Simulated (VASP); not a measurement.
# BeS (F-43m) in VASP: further runs, part 2 of 2

VASP 6.6.1. Earlier steps stand in the parts before.

### 4 Single point, PBEsol

Input file INCAR:

```
SYSTEM = BeS
ALGO = Normal
EDIFF = 1E-6
ENCUT = 520
GGA = PS
ISIF = 2
ISMEAR = 0
LASPH = .TRUE.
LCHARG = .FALSE.
LREAL = .FALSE.
LWAVE = .FALSE.
NBANDS = 11
NELM = 80
PREC = Accurate
SIGMA = 0.05
```

Input file KPOINTS:

```
k-points
0
G
  8 8 8
  0 0 0
```

Input file POSCAR:

```
BeS
1.0
    0.0000000000      2.4189899955      2.4189899955
    2.4189899955      0.0000000000      2.4189899955
    2.4189899955      2.4189899955      0.0000000000
Be S
1 1
Direct
    0.0000000000      0.0000000000      0.0000000000
    0.7500000000      0.7500000000      0.7500000000
```

Potentials or basis: VASP PAW PBE potentials, release 64 (Be, S).

Run with:

```bash
$ cat potpaw_PBE.64/Be/POTCAR potpaw_PBE.64/S/POTCAR > POTCAR
$ mpirun -np 1 vasp_std > vasp.out
```

OUTCAR:

```text
SYSTEM = BeS
   EDIFF = 1E-6
   ENCUT = 520
   GGA = PS
   ISIF = 2
   ISMEAR = 0
   LASPH = .TRUE.
   LREAL = .FALSE.
   NELM = 80
   PREC = Accurate

 ion  position               nearest neighbor table
   1  0.000  0.000  0.000-   2 2.09   2 2.09   2 2.09   2 2.09
   2  0.750  0.750  0.750-   1 2.09   1 2.09   1 2.09   1 2.09

  LATTYP: Found a face centered cubic cell.
 ALAT       =     4.8379799910

  Lattice vectors:

 A1 = (   0.0000000000,   2.4189899955,   2.4189899955)
 A2 = (   2.4189899955,   0.0000000000,   2.4189899955)
 A3 = (   2.4189899955,   2.4189899955,   0.0000000000)

Analysis of symmetry for initial positions (statically):
=====================================================================
 Subroutine PRICEL returns:
 Original cell was already a primitive cell.

 Routine SETGRP: Setting up the symmetry group for a
 face centered cubic supercell.

 Subroutine GETGRP returns: Found 24 space group operations
 (whereof 24 operations were pure point group operations)
 out of a pool of 48 trial point group operations.

The static configuration has the point symmetry T_d .

Analysis of symmetry for dynamics (positions and initial velocities):
[... 167 lines left out ...]
 k-point     1 :       0.0000    0.0000    0.0000
  band No.  band energies     occupation
      1      -9.5465      2.00000
      2       4.2218      2.00000
      3       4.2218      2.00000
      4       4.2218      2.00000
      5       9.8284      0.00000
      6       9.8284      0.00000
      7       9.8284      0.00000
      8       9.9905      0.00000
      9      17.0314      0.00000
     10      17.0314      0.00000
     11      18.9552      0.00000
[... 309 lines left out ...]
 k-point    24 :      -0.3750    0.2500    0.1250
  band No.  band energies     occupation
      1      -7.6081      2.00000
      2      -1.1460      2.00000
      3       1.3879      2.00000
      4       2.3374      2.00000
      5      10.1872      0.00000
      6      10.7419      0.00000
      7      13.3414      0.00000
      8      14.6769      0.00000
      9      15.6074      0.00000
     10      19.5684      0.00000
     11      20.1398      0.00000

 [... further k-points ...]
[... 5 lines left out ...]
  --------------------------------------------------------------------------------------
  -------------------------------------------------------------------------------------
  Total        0.0287551      0.0287551      0.0287551      0.0000000      0.0000000      0.0000000
  in kB        1.6273949      1.6273949      1.6273949      0.0000000      0.0000000      0.0000000
  external PRESSURE =       1.6273949 kB  Pullay stress =       0.0000000 kB

 VOLUME and BASIS-vectors are now :
 -----------------------------------------------------------------------------
  energy-cutoff  :      520.00
  volume of cell :       28.31
      direct lattice vectors                 reciprocal lattice vectors
     0.000000000  2.418989996  2.418989996    -0.206697837  0.206697837  0.206697837
     2.418989996  0.000000000  2.418989996     0.206697837 -0.206697837  0.206697837
     2.418989996  2.418989996  0.000000000     0.206697837  0.206697837 -0.206697837

 POSITION                                       TOTAL-FORCE (eV/Angst)
 -----------------------------------------------------------------------------------
      0.00000      0.00000      0.00000         0.000000      0.000000      0.000000
      3.62848      3.62848      3.62848        -0.000000     -0.000000     -0.000000
 -----------------------------------------------------------------------------------
    total drift:                               -0.000000     -0.000000     -0.000000

  FREE ENERGIE OF THE ION-ELECTRON SYSTEM (eV)
  ---------------------------------------------------
  free  energy   TOTEN  =       -10.5641125730 eV

  energy  without entropy=      -10.5641125730  energy(sigma->0) =      -10.56411257
```

OSZICAR:

```text
N       E                     dE             d eps       ncg     rms          rms(c)
DAV:   1     0.205656132336E+02    0.20566E+02   -0.40168E+03   646   0.633E+02
DAV:   2    -0.953768521813E+01   -0.30103E+02   -0.28556E+02   844   0.115E+02
DAV:   3    -0.107468111748E+02   -0.12091E+01   -0.12070E+01   826   0.234E+01
DAV:   4    -0.107537418474E+02   -0.69307E-02   -0.69293E-02   777   0.207E+00
DAV:   5    -0.107538000177E+02   -0.58170E-04   -0.58170E-04   827   0.188E-01    0.540E+00
DAV:   6    -0.106129944550E+02    0.14081E+00   -0.10924E-01   733   0.153E+00    0.356E+00
DAV:   7    -0.105637976876E+02    0.49197E-01   -0.11182E-01   793   0.166E+00    0.797E-01
DAV:   8    -0.105640592445E+02   -0.26156E-03   -0.55613E-03   808   0.400E-01    0.141E-01
DAV:   9    -0.105641013610E+02   -0.42116E-04   -0.32194E-04   784   0.116E-01    0.422E-02
DAV:  10    -0.105641091477E+02   -0.77867E-05   -0.34073E-05   856   0.286E-02    0.112E-02
DAV:  11    -0.105641124349E+02   -0.32872E-05   -0.77198E-06   746   0.155E-02    0.602E-03
DAV:  12    -0.105641125730E+02   -0.13811E-06   -0.17648E-07   454   0.307E-03
   1 F= -.10564113E+02 E0= -.10564113E+02  d E =-.662929E-14
```

stdout:

```text
POSCAR found type information on POSCAR BeS
 POSCAR found :  2 types and       2 ions
 scaLAPACK will be used
 -----------------------------------------------------------------------------
|                                                                             |
|                                                                             |
|     You enforced a specific xc type in the INCAR file but a different       |
|     I HOPE YOU KNOW WHAT YOU ARE DOING!                                     |
|                                                                             |
 -----------------------------------------------------------------------------

 LDA part: xc-table for (Slater+PW92), standard interpolation
 POSCAR, INCAR and KPOINTS ok, starting setup
 FFT: planning ... GRIDC
 FFT: planning ... GRID_SOFT
 FFT: planning ... GRID
 WAVECAR not read
 entering main loop
```

Run time: 17 s. Hardware: 1 thread of Intel Xeon 8259CL, shared host; peak memory 0.15 GiB.

What came out:

```yaml
Free_energy: -10.5641 eV
Pressure: 0.2 GPa
Band_gap_on_the_k_mesh: 2.91 eV, indirect (least direct gap 5.61 eV)
```

Caveat: the PAW data sets were made with another functional, which shifts forces and pressure a little. A k mesh can miss the band edges.

### 5 The runs side by side

| k mesh | smearing | gap on the mesh (eV) | pressure (GPa) |
| --- | --- | --- | --- |
| 10 × 10 × 10 | gaussian 0.05 eV | 2.91 | 0.2 |
| 8 × 8 × 8 | gaussian 0.02 eV | 2.91 | 0.2 |
| 8 × 8 × 8 | gaussian 0.05 eV | 2.91 | 0.2 |

Alike in all rows: task single point; level PBEsol; potentials or basis VASP PAW PBE potentials, release 64 (Be, S); no spin polarisation; cell a = 3.421 Å, angles 60.0°, 2 atoms; cutoff (eV) 520.

On the cell as given the gap runs from 2.91 eV (PBEsol) to 2.91 eV (PBEsol); the meshes differ, which moves gaps too.

Caveats: the PAW data sets were made with another functional, which shifts forces and pressure a little.

Absolute energies hang on the potentials; compare differences alone.
